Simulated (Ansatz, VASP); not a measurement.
## One calculation of HfN, two programs

Contents of INCAR:

```
SYSTEM = HfN
ALGO     = Normal         ! electronic algorithm
EDIFF    = 1E-6           ! SCF threshold, eV
ENCUT    = 520            ! plane-wave cutoff, eV
GGA      = PE             ! functional
ISIF     = 2              ! what is computed and relaxed
ISMEAR   = 0              ! smearing method
LASPH    = .True.         ! aspherical terms in the spheres
LCHARG   = .True.         ! write CHGCAR
LELF     = .True.         ! ELF
LREAL    = .False.        ! projectors in reciprocal space
LVHAR    = .True.       
LWAVE    = .False.        ! write WAVECAR
NBANDS   = 14             ! bands
NELM     = 60             ! most SCF steps
PREC     = Accurate       ! precision mode
SIGMA    = 0.15           ! smearing width, eV
```

The input KPOINTS:

```
k-points
0
Gamma
  18 18 18
  0 0 0
```

POSCAR

```
HfN
1.0
    0.0000000000      2.2844137500      2.2844137500
    2.2590000000      0.0254137500      2.2590000000
    2.2590000000      2.2590000000      0.0254137500
Hf N
1 1
Direct
    0.0000000000      0.0000000000      0.0000000000
    0.5000000000      0.5000000000      0.5000000000
```

Input for Ansatz:

```yaml
crystal:
  lattice:
    - [0.0, 2.28441375, 2.28441375]
    - [2.259, 0.02541375, 2.259]
    - [2.259, 2.259, 0.02541375]
  atoms:
    - { symbol: Hf, position: [0.0, 0.0, 0.0] }
    - { symbol: "N", position: [0.5, 0.5, 0.5] }
basis:
  ecutwfc: 420
kpoints:
  mp_grid: { grid: [18, 18, 18] }
hamiltonian:
  xc: pbe
scf:
  occupations: { method: gaussian, width: 0.15 }
output:
  forces: true
  stress: true
  eigenvalues: true
```

Change from the starting cell: strain +0.0225 x Voigt [0, 0, 0, 1, 0, 0], atoms carried along.

Alike in both runs: task single point; functional PBE; k mesh 18 × 18 × 18; occupations gaussian, width 0.15 eV; no spin polarisation.

```csv
,VASP,Ansatz
version,VASP 6.6.1,Ansatz 0.2.0
potentials or method,"VASP PAW PBE potentials, release 64 (Hf_pv, N), cutoff 520 eV","scalar-relativistic, plane waves, PAW"
valence electrons in the cell,15,31
```

|  | VASP | Ansatz | Ansatz less VASP |
| --- | --- | --- | --- |
| gap on the k mesh at the Fermi level (eV) | none | none | - |
| pressure (GPa) | 3.1 | 5.5 | +2.40 |
| traceless stress, the component that is largest in VASP (GPa) | -2.72 | -2.68 | +0.043 |

A gap of «none» marks a metal or a gap that the smearing closes. VASP's potentials hold 15 valence electrons a cell and Ansatz's 31, so a difference there can come from the potentials and not from the codes.

Spin-orbit coupling is off throughout.
